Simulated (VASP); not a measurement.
# Co (P6_3/mmc) in VASP: settings compared

Co is run at these levels: PBE, LDA; tasks: single point.

Program: VASP 6.6.1. These are calculated values, not measurements. Logs are shortened: lines on timing, memory, paths and dates and some standing lists are left out, and cuts for length are marked.

## 1. The cell of the first run

It takes space group P6_3/mmc (No. 194, hexagonal). The conventional cell has a = 2.497 Å, b = 2.497 Å, c = 4.027 Å, α = 90.00°, β = 90.00°, γ = 120.00°. Co (site symmetry -6m2) has 12 Co at 2.48 to 2.50 Å within 3.3 Å.

## 2. Single point, PBE, collinear spin, ferromagnetic start

Input file INCAR:

```
PREC = Accurate
ENCUT = 520
EDIFF = 1E-7
ISMEAR = -1
SIGMA = 0.05
LREAL = False
LASPH = True
NELM = 150
ALGO = Normal
ISIF = 2
LWAVE = False
LCHARG = False
ISPIN = 2
MAGMOM = 2 2
LORBIT = 11
LMAXMIX = 4
GGA = PE
NBANDS = 20
```

Input file KPOINTS:

```
regular mesh
0
Gamma
  12 12 7
```

Input file POSCAR:

```
Co
1.0
    2.4967208089      0.0000000000      0.0000000000
   -1.2483604044      2.1622236467      0.0000000000
    0.0000000000      0.0000000000      4.0265971556
Co
2
Direct
    0.6666666667      0.3333333333      0.7500000000
    0.3333333333      0.6666666667      0.2500000000
```

Potentials or basis: VASP PAW PBE potentials, release 64 (Co).

Launch:

```console
> cat potpaw_PBE.64/Co/POTCAR > POTCAR
> mpirun -np 1 vasp_std > vasp.out
```

OUTCAR:

```text
PREC = Accurate
   ENCUT = 520
   EDIFF = 1E-7
   ISMEAR = -1
   LREAL = False
   LASPH = True
   NELM = 150
   ISIF = 2
   ISPIN = 2
   LORBIT = 11
   GGA = PE

 ion  position               nearest neighbor table
   1  0.667  0.333  0.750-   2 2.48   2 2.48   2 2.48   2 2.48   2 2.48   2 2.48
   2  0.333  0.667  0.250-   1 2.48   1 2.48   1 2.48   1 2.48   1 2.48   1 2.48

  LATTYP: Found a hexagonal cell.
 ALAT       =     2.4967208089
 C/A-ratio  =     1.6127542740

  Lattice vectors:

 A1 = (   2.4967208089,   0.0000000000,   0.0000000000)
 A2 = (  -1.2483604044,   2.1622236467,   0.0000000000)
 A3 = (   0.0000000000,   0.0000000000,   4.0265971556)

Analysis of symmetry for initial positions (statically):
=====================================================================
 Subroutine PRICEL returns:
 Original cell was already a primitive cell.

 Routine SETGRP: Setting up the symmetry group for a
 hexagonal supercell.

 Subroutine GETGRP returns: Found 24 space group operations
 (whereof 12 operations were pure point group operations)
 out of a pool of 24 trial point group operations.

The static configuration has the point symmetry D_3d.
 The point group associated with its full space group is D_6h.

Analysis of symmetry for dynamics (positions and initial velocities):
=====================================================================
 Subroutine PRICEL returns:
 Original cell was already a primitive cell.

 Routine SETGRP: Setting up the symmetry group for a
 hexagonal supercell.

 Subroutine GETGRP returns: Found 24 space group operations
 (whereof 12 operations were pure point group operations)
 out of a pool of 24 trial point group operations.

The dynamic configuration has the point symmetry D_3d.
 The point group associated with its full space group is D_6h.

Analysis of structural, dynamic, and magnetic symmetry:
=====================================================================
 Subroutine PRICEL returns:
 Original cell was already a primitive cell.

 Routine SETGRP: Setting up the symmetry group for a
 hexagonal supercell.

 Subroutine GETGRP returns: Found 24 space group operations
 (whereof 12 operations were pure point group operations)
 out of a pool of 24 trial point group operations.

The overall configuration has the point symmetry D_3d.
 The point group associated with its full space group is D_6h.

 Subroutine INISYM returns: Found 24 space group operations
[... 111 lines left out ...]
   EFERMI =   0.00;   METHOD = LEGACY
   ISMEAR =    -1;   SIGMA  =   0.05  broadening in eV -4-tet -1-fermi 0-gaus
   EFERMI_NEDOS =   21; number of points for ismear=-14 and -15
   IALGO  =     38    algorithm
   IMIX   =      4    mixing-type and parameters
     AMIX     =   0.40;   BMIX     =  1.00
     AMIX_MAG =   1.60;   BMIX_MAG =  1.00
  volume/ion in A,a.u.               =      10.87        73.35
  Fermi-wavevector in a.u.,A,eV,Ry     =   1.537315  2.905103 32.155139  2.363336
  Thomas-Fermi vector in A             =   2.643841
   LORBIT       =     11    0 simple, 1 ext, 2 COOP (PROOUT), +10 PAW based schemes
   GGA     = PE    functional components
   LHFCALC =     F    Hartree Fock is set to
   AEXX    =    0.0000 exact exchange contribution
   IVDW    =     0    specifies the selected vdW correction
   LEPSILON=     F    determine dielectric tensor
   LRPA    =     F    only Hartree local field effects (RPA)
 spin polarized calculation
  energy-cutoff  :      520.00
  volume of cell :       21.74
 maximum number of plane-waves:       597
 NGX is ok and might be reduce to    20
   NGX =  9   NGY =  9   NGZ = 15

 number of electron      17.9999995 magnetization       3.2371589

 Free energy of the ion-electron system (eV)
  ---------------------------------------------------
  ext. energy  EPLUGINS =         0.00000000
  ---------------------------------------------------
  free energy    TOTEN  =       -14.07416162 eV

  energy without entropy =      -14.05865037  energy(sigma->0) =      -14.06640599

 E-fermi :  10.2208     XC(G=0): -13.3935

 val. band max:       10.2120884715   @ k =   0.3333   0.3333   0.4286
 cond. band min:      10.2264186673   @ k =   0.2500   0.0000   0.2857
 fundamental gap:      0.0143301958
 Fermi energy:        10.2208378206

 spin component 1

 k-point     1 :       0.0000    0.0000    0.0000
  band No.  band energies     occupation
      1       1.3329      1.00000
      2       5.1086      1.00000
      3       7.6292      1.00000
      4       7.6372      1.00000
      5       7.6372      1.00000
      6       7.9506      1.00000
[... 541 lines left out ...]
     19      33.3835      0.00000
     20      34.8966      0.00000

 [... further k-points ...]

 spin component 2

 k-point     1 :       0.0000    0.0000    0.0000
  band No.  band energies     occupation
      1       1.3290      1.00000
      2       6.0643      1.00000
      3       9.2752      1.00000
      4       9.2868      1.00000
      5       9.2868      1.00000
      6       9.6548      0.99999
[... 541 lines left out ...]
     19      33.5609      0.00000
     20      35.2313      0.00000

 [... further k-points ...]
[... 5 lines left out ...]
  --------------------------------------------------------------------------------------
  -------------------------------------------------------------------------------------
  Total       -0.0825793     -0.0825793     -0.1067586     -0.0000000     -0.0000000      0.0000000
  in kB       -6.0865745     -6.0865745     -7.8687288     -0.0000000     -0.0000000      0.0000000
  external PRESSURE =      -6.6806260 kB  Pullay stress =       0.0000000 kB

 VOLUME and BASIS-vectors are now :
 -----------------------------------------------------------------------------
  energy-cutoff  :      520.00
  volume of cell :       21.74
      direct lattice vectors                 reciprocal lattice vectors
     2.496720809  0.000000000  0.000000000     0.400525360  0.231243424  0.000000000
    -1.248360404  2.162223647  0.000000000     0.000000000  0.462486848  0.000000000
     0.000000000  0.000000000  4.026597156     0.000000000  0.000000000  0.248348658

 POSITION                                       TOTAL-FORCE (eV/Angst)
 -----------------------------------------------------------------------------------
      1.24836      0.72074      3.01995        -0.000000     -0.000000      0.000000
     -0.00000      1.44148      1.00665         0.000000      0.000000      0.000000
 -----------------------------------------------------------------------------------
    total drift:                               -0.000000      0.000000     -0.000000

  FREE ENERGIE OF THE ION-ELECTRON SYSTEM (eV)
  ---------------------------------------------------
  free  energy   TOTEN  =       -14.0741616203 eV

  energy  without entropy=      -14.0586503689  energy(sigma->0) =      -14.06640599

 total charge

# of ion       s       p       d       tot
------------------------------------------
    1        0.488   0.520   7.262   8.270
    2        0.488   0.520   7.262   8.270
--------------------------------------------------
tot          0.976   1.040  14.523  16.539

 magnetization (x)

# of ion       s       p       d       tot
------------------------------------------
    1       -0.014  -0.054   1.707   1.639
    2       -0.014  -0.054   1.707   1.639
--------------------------------------------------
tot         -0.029  -0.107   3.414   3.277
```

stdout:

```text
POSCAR found type information on POSCAR Co
 POSCAR found :  1 types and       2 ions
 scaLAPACK will be used
 LDA part: xc-table for (Slater+PW92), standard interpolation
 POSCAR, INCAR and KPOINTS ok, starting setup
 FFT: planning ... GRIDC
 FFT: planning ... GRID_SOFT
 FFT: planning ... GRID
 WAVECAR not read
 entering main loop
```

It took 36 s on 1 thread of Intel Xeon Platinum 8559C (Emerald Rapids), shared host; peak memory 0.17 GiB.

Results:

| Quantity | Value |
| --- | --- |
| Free energy | -14.0742 eV |
| Pressure | -0.7 GPa |
| Net moment | 3.24 μB per cell |
| Site moments | Co +1.64 μB |
| Valence electrons inside the program's atomic spheres | Co 8.27 |

Levels at points of the mesh, in eV from the Fermi level:
Spin up:
```tsv
k point	band 7	band 8	band 9	band 10	band 11	band 12	band 13	band 14	band 15	band 16
(0.00, 0.00, 0.00)	-2.27	-1.93	-1.93	-0.83	-0.83	-0.03	6.38	21.93	24.45	24.45
(0.50, 0.00, 0.00)	-2.17	-0.71	-0.60	-0.56	1.30	3.30	9.70	10.35	12.74	13.96
```
Spin down:
```
           k point  band 4  band 5  band 6  band 7  band 8  band 9  band 10  band 11
(0.00, 0.00, 0.00)   -0.93   -0.93   -0.57   -0.57   -0.17   -0.17    -0.10     1.06
(0.50, 0.00, 0.00)   -1.84   -1.11   -1.00   -0.59    1.19    1.32     1.35     2.54
```

## 3. Single point, LDA, collinear spin, ferromagnetic start (volume scaled by 0.94)

Input file INCAR:

```
SYSTEM = Co
ALGO = Normal
EDIFF = 1E-6
ENCUT = 520
ISIF = 2
ISMEAR = -1
ISPIN = 2
LASPH = .True.
LCHARG = .True.
LELF = .True.
LMAXMIX = 4
LORBIT = 11
LREAL = .False.
LVHAR = .True.
LWAVE = .False.
MAGMOM = 2 2
NBANDS = 20
NELM = 150
PREC = Accurate
SIGMA = 0.05
```

Input file KPOINTS:

```
k-points
0
Gamma
  12 12 7
  0 0 0
```

Input file POSCAR:

```
Co
1.0
    2.4215367659      0.0000000000      0.0000000000
   -1.2107683830      2.0971123555      0.0000000000
    0.0000000000      0.0000000000      3.9390568819
Co
2
Direct
    0.6666666667      0.3333333333      0.7500000000
    0.3333333333      0.6666666667      0.2500000000
```

Potentials or basis: VASP PAW LDA potentials, release 64 (Co).

Launch:

```console
> cat potpaw_LDA.64/Co/POTCAR > POTCAR
> mpirun -np 1 vasp_std > vasp.out
```

Run time: 28 s. Hardware: 1 thread of Intel Xeon Platinum 8559C (Emerald Rapids), shared host; peak memory 0.15 GiB.

Results (log left out):

| Item | Value |
| --- | --- |
| Free energy | -16.2579 eV |
| Pressure | -1.1 GPa |
| Net moment | 2.96 μB per cell |
| Site moments | Co +1.47 μB |
| Valence electrons inside the program's atomic spheres | Co 8.45 |

Stress tensor (GPa, compression positive):
```
-0.11  0.00  0.00
 0.00 -0.11  0.00
 0.00  0.00 -3.11
```

Levels at points of the mesh, in eV from the Fermi level:
Spin up:
```tsv
k point	band 7	band 8	band 9	band 10	band 11	band 12	band 13	band 14
(0.00, 0.00, 0.00)	-2.17	-1.73	-1.73	-0.49	-0.49	-0.16	7.14	22.77
(0.50, 0.00, 0.00)	-2.10	-0.32	-0.24	-0.16	1.70	3.89	10.36	11.10
```
Spin down:
```tsv
k point	band 5	band 6	band 7	band 8	band 9	band 10
(0.00, 0.00, 0.00)	-1.18	-0.78	-0.78	-0.27	-0.27	0.02
(0.50, 0.00, 0.00)	-1.32	-1.23	-0.78	1.23	1.35	1.41
```

## 4. Single point, LDA, collinear spin, ferromagnetic start (volume scaled by 0.96)

Input file INCAR:

```
SYSTEM = Co
PREC = Accurate
ENCUT = 520
EDIFF = 1E-6
ISMEAR = -1
SIGMA = 0.05
LREAL = .False.
LASPH = .True.
NELM = 150
ALGO = Normal
ISIF = 2
LWAVE = .False.
LCHARG = .False.
ISPIN = 2
MAGMOM = 2 2
LORBIT = 11
LMAXMIX = 4
GGA = CA
NBANDS = 20
```

Input file KPOINTS:

```
Automatic mesh
0
Gamma
  12 12 7
  0 0 0
```

Input file POSCAR:

```
Co
1.0
    2.4385904036      0.0000000000      0.0000000000
   -1.2192952018      2.1118812389      0.0000000000
    0.0000000000      0.0000000000      3.9667976331
Co
2
Direct
    0.6666666667      0.3333333333      0.7500000000
    0.3333333333      0.6666666667      0.2500000000
```

Launch:

```console
> cat potpaw_LDA.64/Co/POTCAR > POTCAR
> mpirun -np 1 vasp_std > vasp.out
```

Wall time 29 s (1 thread of Intel Xeon Platinum 8559C (Emerald Rapids), shared host); peak memory 0.15 GiB.

Results (log left out):

```yaml
Free_energy: -16.2476 eV
Pressure: -6.6 GPa
Net_moment: 2.98 μB per cell
Site_moments: Co +1.49 μB
Valence_electrons_inside_the_program's_atomic_spheres: Co 8.40
```

Stress tensor (GPa, compression positive):
```
-5.67  0.00  0.00
 0.00 -5.67  0.00
 0.00  0.00 -8.51
```

Levels at points of the mesh, in eV from the Fermi level:
Spin up:
```tsv
k point	band 7	band 8	band 9	band 10	band 11	band 12	band 13	band 14
(0.00, 0.00, 0.00)	-2.15	-1.73	-1.73	-0.52	-0.52	-0.15	6.93	22.59
(0.50, 0.00, 0.00)	-2.08	-0.36	-0.28	-0.20	1.63	3.77	10.17	10.88
```
Spin down:
| k point | band 5 | band 6 | band 7 | band 8 | band 9 | band 10 |
| --- | --- | --- | --- | --- | --- | --- |
| (0.00, 0.00, 0.00) | -1.14 | -0.75 | -0.75 | -0.26 | -0.26 | 0.02 |
| (0.50, 0.00, 0.00) | -1.28 | -1.19 | -0.76 | 1.20 | 1.32 | 1.37 |

## 5. Summary

```tsv
level	potentials or basis	cell	gap on the mesh (eV)	pressure (GPa)	moment (μB)
PBE	VASP PAW PBE potentials, release 64 (Co)	a = 2.497, b = 2.497, c = 4.027 Å, angles 90.0, 90.0, 120.0°, 2 atoms	none	-0.7	3.24
LDA	VASP PAW LDA potentials, release 64 (Co)	a = 2.422, b = 2.422, c = 3.939 Å, angles 90.0, 90.0, 120.0°, 2 atoms	none	-1.1	2.96
LDA	VASP PAW LDA potentials, release 64 (Co)	a = 2.439, b = 2.439, c = 3.967 Å, angles 90.0, 90.0, 120.0°, 2 atoms	none	-6.6	2.98
```

Alike in all rows: task single point; spin collinear, ferromagnetic start; k mesh 12 × 12 × 7; cutoff (eV) 520; smearing fermi-dirac 0.05 eV.

Absolute energies hang on the potentials; compare differences alone.
